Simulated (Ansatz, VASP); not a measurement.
# Sc: VASP beside Ansatz

The input INCAR:

```
SYSTEM = Sc
  PREC = Accurate
  ENCUT = 520
  EDIFF = 1E-6
  ISMEAR = -1
  SIGMA = 0.08
  LREAL = .FALSE.
  LASPH = .TRUE.
  NELM = 100
  ALGO = Normal
  ISIF = 2
  LWAVE = .FALSE.
  LCHARG = .FALSE.
  GGA = PE
  NBANDS = 12
```

KPOINTS

```
Automatic mesh
0
G
  13 13 13
  0 0 0
```

The input POSCAR:

```
Sc
1.0
    2.1886416114      0.0000000000      0.0000000000
    0.0000000000      2.1886416114      0.0000000000
    0.0000000000      0.0000000000      2.1886416114
Sc
1
Direct
    0.0000000000      0.0000000000      0.0000000000
```

Input for Ansatz:

```yaml
crystal:
  lattice:
    - [2.1886416114, 0.0, 0.0]
    - [0.0, 2.1886416114, 0.0]
    - [0.0, 0.0, 2.1886416114]
  atoms:
    - { symbol: Sc, position: [0.0, 0.0, 0.0] }
kpoints:
  mp_grid: { grid: [13, 13, 13] }
  band_path:
    path:
      - [0.0, 0.0, 0.0]
      - [0.0, 0.5, 0.0]
      - [0.5, 0.5, 0.0]
      - [0.0, 0.0, 0.0]
      - [0.5, 0.5, 0.5]
      - [0.0, 0.5, 0.0]
      - [0.5, 0.5, 0.5]
      - [0.5, 0.5, 0.0]
    npoints: 8
scf:
  occupations: { method: fermi_dirac, width: 0.08 }
hamiltonian:
  xc: pbe
  pseudopotentials: { kind: paw }
output:
  forces: true
  stress: true
  eigenvalues: true
  populations: true
  dos: { projected: true, de: 0.2, e_range: [-14, 8] }
```

Change from the starting cell: volume scaled by 0.4, PAW files.

Alike in both runs: task single point; functional PBE; k mesh 13 × 13 × 13; occupations fermi-dirac, width 0.08 eV; no spin polarisation.

|  | VASP | Ansatz |
| --- | --- | --- |
| version | VASP 6.6.1 | Ansatz 0.2.0 |
| potentials or method | VASP PAW PBE potentials, release 64 (Sc_sv) | PAW with Ansatz's default frozen-core files, scalar-relativistic |
| plane-wave cutoff (eV) | 520 | 420 |
| valence electrons in the cell | 11 | 11 |

Ansatz gave:

| Property | Result |
| --- | --- |
| pressure (GPa) | 145.6 |

**Question.** Estimate VASP's values.

**Answer.** Pressure (GPa): 151.6.

Both programs put the cell under a high pressure, so it lies far from rest at this level.

Noted on VASP's run: the cell as given lies far from equilibrium.
